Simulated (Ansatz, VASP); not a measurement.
## One calculation of Se, two programs

```
CELL_PARAMETERS angstrom
3.66763 0.00000 0.00000
-1.83381 3.17626 0.00000
0.00000 0.00000 3.96048
ATOMIC_POSITIONS crystal
Se 0.33333 0.66667 0.25000
Se 0.66667 0.33333 0.75000
```

Alike in both runs: task single point; functional LDA; k mesh 12 × 12 × 9; occupations fermi-dirac, width 0.1 eV; no spin polarisation.

|  | VASP | Ansatz |
| --- | --- | --- |
| version | VASP 6.6.1 | Ansatz 0.2.0 |
| potentials or method | VASP PAW LDA potentials, release 64 (Se), cutoff 520 eV | plane waves (420 eV) with PAW, scalar-relativistic |
| valence electrons in the cell | 12 | 32 |

Ansatz gave:

- pressure (GPa): -7.4
- traceless stress, the component that is largest in VASP (GPa): -3.05

Q: Which values does VASP return?

A: Pressure (GPa): -7.3; traceless stress, the component that is largest in VASP (GPa): -3.00.

Ansatz warns that its potentials were made for another functional, while VASP's fit it. LDA's correlation is that of Perdew and Zunger in VASP and of Perdew and Wang (1992) in Ansatz. VASP's potentials hold 12 valence electrons a cell and Ansatz's 32, so a difference there can come from the potentials and not from the codes.
